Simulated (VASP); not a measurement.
# Os (P6_3/mmc) in VASP: further runs

The runs below take Os through electric field gradients, with PBEsol.

Everything below comes from runs of VASP 6.6.1. Logs are shortened: lines on timing, memory, paths and dates and some standing lists are left out, and cuts for length are marked.

## (1) The cell of the first run

The structure is hexagonal, space group P6_3/mmc (No. 194). The conventional cell has a = 2.770 Å, b = 2.770 Å, c = 4.377 Å, α = 90.00°, β = 90.00°, γ = 120.00°. Within 3.6 Å of Os (site symmetry -6m2) lie 12 Os at 2.71 to 2.77 Å.

## (2) Electric field gradients, PBEsol (volume scaled by 1.04)

INCAR

```
SYSTEM = Os
  ALGO = Normal
  EDIFF = 1E-8
  ENCUT = 520
  GGA = PS
  ISIF = 2
  ISMEAR = -1
  LASPH = .TRUE.
  LCHARG = .FALSE.
  LEFG = .TRUE.
  LREAL = .FALSE.
  LWAVE = .FALSE.
  NBANDS = 15
  NELM = 60
  PREC = Accurate
  SIGMA = 0.08
```

KPOINTS

```
k-points
0
G
  17 17 10
  0 0 0
```

POSCAR

```
Os
1.0
    2.7700791012      0.0000000000      0.0000000000
   -1.3850395506      2.3989588721      0.0000000000
    0.0000000000      0.0000000000      4.3765446767
Os
2
Direct
    0.3333333333      0.6666666667      0.2500000000
    0.6666666667      0.3333333333      0.7500000000
```

Potentials or basis: VASP PAW PBE potentials, release 64 (Os).

Launch:

```bash
> cat potpaw_PBE.64/Os/POTCAR > POTCAR
> mpirun -np 1 vasp_std > vasp.out
```

OUTCAR:

```text
SYSTEM = Os
   EDIFF = 1E-8
   ENCUT = 520
   GGA = PS
   ISIF = 2
   ISMEAR = -1
   LASPH = .TRUE.
   LREAL = .FALSE.
   NELM = 60
   PREC = Accurate

 ion  position               nearest neighbor table
   1  0.333  0.667  0.250-   2 2.71   2 2.71   2 2.71   2 2.71   2 2.71   2 2.71
   2  0.667  0.333  0.750-   1 2.71   1 2.71   1 2.71   1 2.71   1 2.71   1 2.71

  LATTYP: Found a hexagonal cell.
 ALAT       =     2.7700791012
 C/A-ratio  =     1.5799349105

  Lattice vectors:

 A1 = (   2.7700791012,   0.0000000000,   0.0000000000)
 A2 = (  -1.3850395506,   2.3989588721,   0.0000000000)
 A3 = (   0.0000000000,   0.0000000000,   4.3765446767)

Analysis of symmetry for initial positions (statically):
=====================================================================
 Subroutine PRICEL returns:
 Original cell was already a primitive cell.

 Routine SETGRP: Setting up the symmetry group for a
 hexagonal supercell.

 Subroutine GETGRP returns: Found 24 space group operations
 (whereof 12 operations were pure point group operations)
 out of a pool of 24 trial point group operations.

The static configuration has the point symmetry D_3d.
 The point group associated with its full space group is D_6h.

Analysis of symmetry for dynamics (positions and initial velocities):
=====================================================================
 Subroutine PRICEL returns:
 Original cell was already a primitive cell.

 Routine SETGRP: Setting up the symmetry group for a
 hexagonal supercell.

 Subroutine GETGRP returns: Found 24 space group operations
 (whereof 12 operations were pure point group operations)
 out of a pool of 24 trial point group operations.

The dynamic configuration has the point symmetry D_3d.
 The point group associated with its full space group is D_6h.

 Subroutine INISYM returns: Found 24 space group operations
 (whereof 12 operations are pure point group operations),
 and found     1 'primitive' translations

----------------------------------------------------------------------------------------

                                     Primitive cell

  volume of cell :      29.0835

  direct lattice vectors                    reciprocal lattice vectors
[... 131 lines left out ...]
  free energy    TOTEN  =       -24.42498636 eV

  energy without entropy =      -24.39640993  energy(sigma->0) =      -24.41069815

 E-fermi :   8.7551     XC(G=0): -13.9338

 val. band max:        8.7425489737   @ k =   0.1176   0.1176   0.3000
 cond. band min:       8.7599239632   @ k =   0.1765   0.0588   0.3000
 fundamental gap:      0.0173749895
 Fermi energy:         8.7550565626

 k-point     1 :       0.0000    0.0000    0.0000
  band No.  band energies     occupation
      1      -1.9149      2.00000
      2       1.2654      2.00000
      3       5.8298      2.00000
      4       5.8298      2.00000
      5       6.0668      2.00000
      6       6.6216      2.00000
      7       6.6216      2.00000
      8       7.2431      2.00000
      9       7.2431      2.00000
     10       8.7261      1.17915
     11      10.3180      0.00000
     12      10.3180      0.00000
     13      17.3073      0.00000
     14      22.7707      0.00000
[... 401 lines left out ...]
      2       3.2185      2.00000
      3       3.8108      2.00000
      4       3.8126      2.00000
      5       5.4788      2.00000
      6       5.9179      2.00000
      7       6.8906      2.00000
      8       7.9188      1.99994
      9       8.9816      0.11126
     10       9.8412      0.00000
     11      10.8656      0.00000
     12      16.8455      0.00000
     13      17.5458      0.00000
     14      21.0845      0.00000
     15      21.6324      0.00000

 [... further k-points ...]
[... 5 lines left out ...]
  --------------------------------------------------------------------------------------
  -------------------------------------------------------------------------------------
  Total       -3.1058081     -3.1058081     -3.4142025     -0.0000000      0.0000000     -0.0000000
  in kB     -171.0956074   -171.0956073   -188.0847193     -0.0000000      0.0000000     -0.0000000
  external PRESSURE =    -176.7586447 kB  Pullay stress =       0.0000000 kB

 VOLUME and BASIS-vectors are now :
 -----------------------------------------------------------------------------
  energy-cutoff  :      520.00
  volume of cell :       29.08
      direct lattice vectors                 reciprocal lattice vectors
     2.770079101  0.000000000  0.000000000     0.361000521  0.208423748  0.000000000
    -1.385039551  2.398958872  0.000000000     0.000000000  0.416847496  0.000000000
     0.000000000  0.000000000  4.376544677     0.000000000  0.000000000  0.228490756

 POSITION                                       TOTAL-FORCE (eV/Angst)
 -----------------------------------------------------------------------------------
     -0.00000      1.59931      1.09414         0.000000      0.000000      0.000000
      1.38504      0.79965      3.28241        -0.000000     -0.000000      0.000000
 -----------------------------------------------------------------------------------
    total drift:                               -0.000000      0.000000     -0.000000

  FREE ENERGIE OF THE ION-ELECTRON SYSTEM (eV)
  ---------------------------------------------------
  free  energy   TOTEN  =       -24.4249863617 eV

  energy  without entropy=      -24.3964099335  energy(sigma->0) =      -24.41069815

 Electric field gradients (V/A^2)
---------------------------------------------------------------------
 ion       V_xx      V_yy      V_zz      V_xy      V_xz      V_yz
---------------------------------------------------------------------
   1      37.443    37.443   -74.887    -0.000     0.000    -0.000
   2      37.443    37.443   -74.887    -0.000    -0.000     0.000
---------------------------------------------------------------------

 Electric field gradients after diagonalization (V/A^2)
 (convention: |V_zz| > |V_xx| > |V_yy|)
----------------------------------------------------------------------
 ion       V_xx      V_yy      V_zz     asymmetry (V_yy - V_xx)/ V_zz
----------------------------------------------------------------------
   1      37.443    37.443   -74.887       0.000
   2      37.443    37.443   -74.887       0.000
----------------------------------------------------------------------

           NMR quadrupolar parameters

 Cq : quadrupolar parameter    Cq=e*Q*V_zz/h
 eta: asymmetry parameters     (V_yy - V_xx)/ V_zz
 Q  : nuclear electric quadrupole moment in mb (millibarn)
----------------------------------------------------------------------
 ion       Cq(MHz)       eta       Q (mb)
----------------------------------------------------------------------
   1      -0.181       0.000       1.000
   2      -0.181       0.000       1.000
----------------------------------------------------------------------
```

OSZICAR:

```text
N       E                     dE             d eps       ncg     rms          rms(c)
DAV:   1     0.968453340758E+02    0.96845E+02   -0.73847E+03  5940   0.102E+03
DAV:   2    -0.213516820545E+02   -0.11820E+03   -0.10338E+03  6003   0.322E+02
DAV:   3    -0.260124979029E+02   -0.46608E+01   -0.44883E+01  8166   0.552E+01
DAV:   4    -0.260489429817E+02   -0.36445E-01   -0.36378E-01  6304   0.513E+00
DAV:   5    -0.260491385189E+02   -0.19554E-03   -0.19553E-03  8180   0.348E-01    0.222E+01
DAV:   6    -0.247688812631E+02    0.12803E+01   -0.11898E+00  7473   0.926E+00    0.940E+00
DAV:   7    -0.244345235185E+02    0.33436E+00   -0.68898E-01  7739   0.695E+00    0.482E-01
DAV:   8    -0.244279630427E+02    0.65605E-02   -0.66903E-03  6080   0.600E-01    0.293E-01
DAV:   9    -0.244249858491E+02    0.29772E-02   -0.14093E-03  7375   0.389E-01    0.547E-02
DAV:  10    -0.244250078092E+02   -0.21960E-04   -0.56538E-05  7613   0.666E-02    0.145E-02
DAV:  11    -0.244249870668E+02    0.20742E-04   -0.45525E-06  6640   0.216E-02    0.144E-03
DAV:  12    -0.244249865599E+02    0.50694E-06   -0.12122E-07  7711   0.349E-03    0.666E-04
DAV:  13    -0.244249864126E+02    0.14733E-06   -0.31774E-09  4881   0.458E-04    0.192E-04
DAV:  14    -0.244249863851E+02    0.27457E-07   -0.38257E-10  3789   0.181E-04    0.142E-04
DAV:  15    -0.244249863639E+02    0.21213E-07   -0.72679E-11  3663   0.783E-05    0.190E-05
DAV:  16    -0.244249863617E+02    0.21607E-08   -0.11121E-11  3404   0.350E-05
   1 F= -.24424986E+02 E0= -.24410698E+02  d E =-.285764E-01
```

Run time: 76 s. Hardware: 1 thread of Intel Xeon Platinum 8375C at 2.90GHz (Ice Lake), shared host; peak memory 0.21 GiB.

Results:

```
Free energy            : -24.4250 eV
Pressure               : -17.7 GPa
Band gap on the k mesh : zero (band 8 reaches 10.65 eV, above the bottom of band 9 at 6.97 eV)
```

Electric field gradients, principal values (V/Å²):
```
atom   least  middle  greatest (by size)
1 Os  37.443  37.443             -74.887
2 Os  37.443  37.443             -74.887
```

Caveat: the cell differs from its parent crystal (volume scaled by 1.04); without QUAD_EFG the Cq values of the log hold for a quadrupole moment of 1 mb, not for the nuclei; the PAW data sets were made with another functional, which shifts forces and pressure a little; spin-orbit coupling is left out, which moves the levels of the heavy elements.

## (3) Electric field gradients, PBEsol

This run uses another cell than the first one, of 13.98 Å³/atom, 0.962 times its volume.

INCAR

```
SYSTEM = Os
PREC = Accurate
ENCUT = 520
EDIFF = 1E-8
ISMEAR = -1
SIGMA = 0.08
LREAL = .False.
LASPH = .True.
NELM = 100
ALGO = Normal
ISIF = 2
LWAVE = .False.
LCHARG = .False.
GGA = PS
LEFG = .True.
NBANDS = 15
```

KPOINTS

```
Automatic mesh
0
Gamma
  17 17 10
  0 0 0
```

POSCAR

```
Os
1.0
    2.7340999755      0.0000000000      0.0000000000
   -1.3670499878      2.3678000353      0.0000000000
    0.0000000000      0.0000000000      4.3197000000
Os
2
Direct
    0.3333333333      0.6666666667      0.2500000000
    0.6666666667      0.3333333333      0.7500000000
```

Potentials or basis: VASP PAW PBE potentials, release 64 (Os).

Launch:

```bash
> cat potpaw_PBE.64/Os/POTCAR > POTCAR
> mpirun -np 1 vasp_std > vasp.out
```

OUTCAR:

```text
SYSTEM = Os
   PREC = Accurate
   ENCUT = 520
   EDIFF = 1E-8
   ISMEAR = -1
   LREAL = .False.
   LASPH = .True.
   NELM = 100
   ISIF = 2
   GGA = PS

 ion  position               nearest neighbor table
   1  0.333  0.667  0.250-   2 2.68   2 2.68   2 2.68   2 2.68   2 2.68   2 2.68
   2  0.667  0.333  0.750-   1 2.68   1 2.68   1 2.68   1 2.68   1 2.68   1 2.68

  LATTYP: Found a hexagonal cell.
 ALAT       =     2.7340999755
 C/A-ratio  =     1.5799349105

  Lattice vectors:

 A1 = (   2.7340999755,   0.0000000000,   0.0000000000)
 A2 = (  -1.3670499878,   2.3678000353,   0.0000000000)
 A3 = (   0.0000000000,   0.0000000000,   4.3197000000)

Analysis of symmetry for initial positions (statically):
=====================================================================
 Subroutine PRICEL returns:
 Original cell was already a primitive cell.

 Routine SETGRP: Setting up the symmetry group for a
 hexagonal supercell.
[... 622 lines left out ...]
  volume of cell :       27.96
      direct lattice vectors                 reciprocal lattice vectors
     2.734099975  0.000000000  0.000000000     0.365751073  0.211166481  0.000000000
    -1.367049988  2.367800035  0.000000000     0.000000000  0.422332961  0.000000000
     0.000000000  0.000000000  4.319700000     0.000000000  0.000000000  0.231497558

 POSITION                                       TOTAL-FORCE (eV/Angst)
 -----------------------------------------------------------------------------------
     -0.00000      1.57853      1.07993         0.000000      0.000000      0.000000
      1.36705      0.78927      3.23977        -0.000000      0.000000      0.000000
 -----------------------------------------------------------------------------------
    total drift:                               -0.000000      0.000000     -0.000000

  FREE ENERGIE OF THE ION-ELECTRON SYSTEM (eV)
  ---------------------------------------------------
  free  energy   TOTEN  =       -24.4959945332 eV

  energy  without entropy=      -24.4691186406  energy(sigma->0) =      -24.48255659

 Electric field gradients (V/A^2)
---------------------------------------------------------------------
 ion       V_xx      V_yy      V_zz      V_xy      V_xz      V_yz
---------------------------------------------------------------------
   1      40.183    40.183   -80.365    -0.000     0.000    -0.000
   2      40.183    40.183   -80.365    -0.000    -0.000     0.000
---------------------------------------------------------------------

 Electric field gradients after diagonalization (V/A^2)
 (convention: |V_zz| > |V_xx| > |V_yy|)
----------------------------------------------------------------------
 ion       V_xx      V_yy      V_zz     asymmetry (V_yy - V_xx)/ V_zz
----------------------------------------------------------------------
   1      40.183    40.182   -80.365       0.000
   2      40.183    40.182   -80.365       0.000
----------------------------------------------------------------------

           NMR quadrupolar parameters

 Cq : quadrupolar parameter    Cq=e*Q*V_zz/h
 eta: asymmetry parameters     (V_yy - V_xx)/ V_zz
 Q  : nuclear electric quadrupole moment in mb (millibarn)
----------------------------------------------------------------------
 ion       Cq(MHz)       eta       Q (mb)
----------------------------------------------------------------------
   1      -0.194       0.000       1.000
   2      -0.194       0.000       1.000
----------------------------------------------------------------------
```

stdout:

```text
POSCAR found type information on POSCAR Os
 POSCAR found :  1 types and       2 ions
 scaLAPACK will be used
 -----------------------------------------------------------------------------
|                                                                             |
|                                                                             |
|     You enforced a specific xc type in the INCAR file but a different       |
|     I HOPE YOU KNOW WHAT YOU ARE DOING!                                     |
|                                                                             |
 -----------------------------------------------------------------------------

 LDA part: xc-table for (Slater+PW92), standard interpolation
 POSCAR, INCAR and KPOINTS ok, starting setup
 FFT: planning ... GRIDC
 FFT: planning ... GRID_SOFT
 FFT: planning ... GRID
 WAVECAR not read
 entering main loop
ion   1

ion   2
```

Wall time 70 s (1 thread of AMD EPYC 7R13 (Zen 3), shared host); peak memory 0.16 GiB.

What came out:

- Free energy: -24.4960 eV
- Pressure: -2.3 GPa
- Band gap on the k mesh: zero (band 8 reaches 11.38 eV, above the bottom of band 9 at 7.45 eV)

Stress tensor (GPa, compression positive):
```
-2.08  0.00  0.00
 0.00 -2.08  0.00
 0.00  0.00 -2.77
```

Electric field gradients, principal values (V/Å²):
```csv
atom,least,middle,greatest (by size)
1 Os,40.182,40.183,-80.365
2 Os,40.182,40.183,-80.365
```

Caveat: without QUAD_EFG the Cq values of the log hold for a quadrupole moment of 1 mb, not for the nuclei; the PAW data sets were made with another functional, which shifts forces and pressure a little; spin-orbit coupling is left out, which moves the levels of the heavy elements.
